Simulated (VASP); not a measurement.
A run of VASP 6.6.1 is set up as follows.

File INCAR:

```
SYSTEM = SiMo3
PREC = Accurate
ENCUT = 520
EDIFF = 1E-6
ISMEAR = 0
SIGMA = 0.1
LREAL = .FALSE.
LASPH = .TRUE.
NELM = 80
ALGO = Fast
ISIF = 2
LWAVE = .FALSE.
LCHARG = .FALSE.
GGA = PS
NBANDS = 56
```

File KPOINTS:

```
regular mesh
0
G
  8 8 8
  0 0 0
```

File POSCAR:

```
SiMo3
1.0
    4.8615836805      0.0000000000      0.0000000000
    0.0000000000      4.8615836805      0.0000000000
    0.0000000000      0.0000000000      4.8615836805
Si Mo
2 6
Direct
    0.5000000000      0.5000000000      0.5000000000
    0.0000000000      0.0000000000      0.0000000000
    0.0000000000      0.5000000000      0.2500000000
    0.0000000000      0.5000000000      0.7500000000
    0.5000000000      0.7500000000      0.0000000000
    0.5000000000      0.2500000000      0.0000000000
    0.7500000000      0.0000000000      0.5000000000
    0.2500000000      0.0000000000      0.5000000000
```

Potentials or basis: VASP PAW PBE potentials, release 64 (Si, Mo_sv).

Launch:

```console
$ cat potpaw_PBE.64/Si/POTCAR potpaw_PBE.64/Mo_sv/POTCAR > POTCAR
$ mpirun -np 1 vasp_std > vasp.out
```

Question: Predict the band gap on the k mesh.

Answer: Zero (bands 46 and 47 overlap by 2.48 eV).

Question: What does it give for the pressure?

Answer: 0.6 GPa.

Caveat: the PAW data sets were made with another functional, which shifts forces and pressure a little.
